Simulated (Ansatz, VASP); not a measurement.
## Two plane-wave programs on C

File INCAR:

```
SYSTEM = C
  PREC = Accurate
  ENCUT = 520
  EDIFF = 1E-6
  ISMEAR = 0
  SIGMA = 0.05
  LREAL = .FALSE.
  LASPH = .TRUE.
  NELM = 80
  ALGO = Normal
  ISIF = 2
  LWAVE = .FALSE.
  LCHARG = .FALSE.
  NBANDS = 11
```

Contents of KPOINTS:

```
Automatic mesh
0
G
  12 12 12
  0 0 0
```

File POSCAR:

```
C
1.0
    1.2894276638      0.7444514088      3.3470108394
   -1.2894276638      0.7444514088      3.3470108394
    0.0000000000     -1.4889028176      3.3470108394
C
2
Direct
    0.1640000000      0.1640000000      0.1640000000
    0.8360000000      0.8360000000      0.8360000000
```

Input for Ansatz:

```yaml
crystal:
  lattice:
    - [1.2894276638, 0.7444514088, 3.3470108394]
    - [-1.2894276638, 0.7444514088, 3.3470108394]
    - [0.0, -1.4889028176, 3.3470108394]
  atoms:
    - { symbol: C, position: [0.164, 0.164, 0.164] }
    - { symbol: C, position: [0.836, 0.836, 0.836] }
basis:
  ecutwfc: 420
kpoints:
  mp_grid: { grid: [12, 12, 12] }
hamiltonian:
  xc: lda
scf:
  occupations: { method: gaussian, width: 0.05 }
output:
  forces: true
  stress: true
  eigenvalues: true
```

Change from the starting cell: strain +0.050 along x and y, +0.000 along z, atoms carried along.

Alike in both runs: task single point; functional LDA; k mesh 12 × 12 × 12; occupations gaussian, width 0.05 eV; no spin polarisation.

|  | VASP | Ansatz |
| --- | --- | --- |
| version | VASP 6.6.1 | Ansatz 0.2.0 |
| potentials or method | VASP PAW LDA potentials, release 64 (C), cutoff 520 eV | scalar-relativistic, plane waves, PAW |
| valence electrons in the cell | 8 | 8 |

|  | VASP | Ansatz | Ansatz less VASP |
| --- | --- | --- | --- |
| gap on the k mesh at the Fermi level (eV) | 0.81 | 0.81 | -0.002 |
| least direct gap on the mesh (eV) | 0.81 | 0.81 | -0.002 |
| pressure (GPa) | -36.0 | -36.6 | -0.63 |
| traceless stress, the component that is largest in VASP (GPa) | 35.26 | 36.00 | +0.737 |
| rms of the force components (eV/Å) | 0.500 | 0.502 | +0.0027 |

LDA's correlation is that of Perdew and Zunger in VASP and of Perdew and Wang (1992) in Ansatz. Atom by atom the forces differ by 0.003 eV/Å (rms over components). Both programs put the cell under strong tension, so it lies far from rest at this level.

Noted on VASP's run: the cell as given lies far from equilibrium.
